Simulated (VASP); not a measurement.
In3P: single point with PBE

Crystal: In3P.

```
In P
1.0
     2.50761   -2.52746    0.00000
     2.50761    2.52746    0.00000
     0.00000    0.00000    7.70740
In P
3 1
Direct
  0.50000 0.50000 0.79614
  0.00000 0.00000 0.50000
  0.50000 0.50000 0.20386
  0.00000 0.00000 0.00000
```

```json
{
  "Program": "VASP 6.6.1",
  "Task": "single point",
  "Functional": "PBE",
  "Potentials or basis": "VASP PAW PBE potentials, release 64 (In_d, P)",
  "Cutoff": "520 eV",
  "k mesh": "14 × 14 × 6",
  "Occupations": "gaussian, width 0.1 eV",
  "Spin": "no spin polarisation",
  "Dipole correction": "no",
  "Further INCAR settings": "ALGO = Normal; EDIFF = 1e-06; NBANDS = 30"
}
```

```yaml
Pressure: -0.1 GPa
Largest_force: 0.004 eV/Å
Band_gap_on_the_k_mesh: zero (band 22 reaches 8.64 eV, above the bottom of band 23 at 5.54 eV)
```

Forces in eV/Å, atoms in the order of the input:
```
In   0.000  0.000 -0.004
In   0.000  0.000  0.000
In   0.000  0.000  0.004
P    0.000  0.000  0.000
```

Levels at points of the mesh, in eV from the Fermi level:
```
           k point  band 19  band 20  band 21  band 22  band 23  band 24  band 25  band 26
(0.00, 0.00, 0.00)    -1.41    -0.65    -0.58    -0.45     2.89     4.40     4.43     4.56
(0.50, 0.00, 0.00)    -3.85    -3.76    -3.37     0.63     2.03     2.80     3.21     4.40
(0.50, 0.50, 0.00)    -3.87    -2.46    -1.45    -1.26    -0.43    -0.36     0.07     0.13
(0.00, 0.00, 0.50)    -4.13    -0.60    -0.54     0.47     2.42     3.51     3.57     4.88
(0.50, 0.00, 0.50)    -5.00    -2.02    -0.78    -0.66     0.03     0.63     4.82     5.02
(0.50, 0.50, 0.50)    -3.78    -2.79    -1.98    -1.62    -1.56    -0.41     2.09     2.33
```

It took 8 min on 1 thread of Intel(R) Xeon(R) Platinum 8259CL CPU @ 2.50GHz (Skylake/Cascade Lake), on a shared host, peak memory 0.6 GiB.

Caveat: spin-orbit coupling is left out, which moves the levels of the heavy elements.
